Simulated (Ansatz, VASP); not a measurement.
Si3Sn: VASP beside Ansatz

```xyz
4
Lattice="4.0376 0.0000 0.0000 0.0000 4.0376 0.0000 0.0000 0.0000 5.7486" Properties=species:S:1:pos:R:3 pbc="T T T"
Si    2.0188    0.0000    4.4529
Si    2.0188    2.0188    0.0000
Si    0.0000    2.0188    1.2957
Sn    0.0000    0.0000    2.8743
```

Alike in both runs: task single point; functional PBE; k mesh 6 × 6 × 4; no spin polarisation.

|  | VASP | Ansatz |
| --- | --- | --- |
| version | VASP 6.6.1 | Ansatz 0.2.0 |
| potentials or method | VASP PAW PBE potentials, release 64 (Si, Sn_d) | plane waves, PAW |
| plane-wave cutoff (eV) | 520 | 420 |
| occupations | gaussian, width 0.01 eV | fixed |
| valence electrons in the cell | 26 | 26 |

Ansatz gave:

| Property | Result |
| --- | --- |
| gap on the k mesh at the Fermi level (eV) | 0.23 |
| pressure (GPa) | 1.5 |
| rms of the force components (eV/Å) | 0.035 |

Problem. Estimate VASP's values.

Solution. gap on the k mesh at the Fermi level (eV): 0.23; pressure (GPa): 1.4; rms of the force components (eV/Å): 0.033.

Atom by atom the forces differ by 0.002 eV/Å (rms over components).
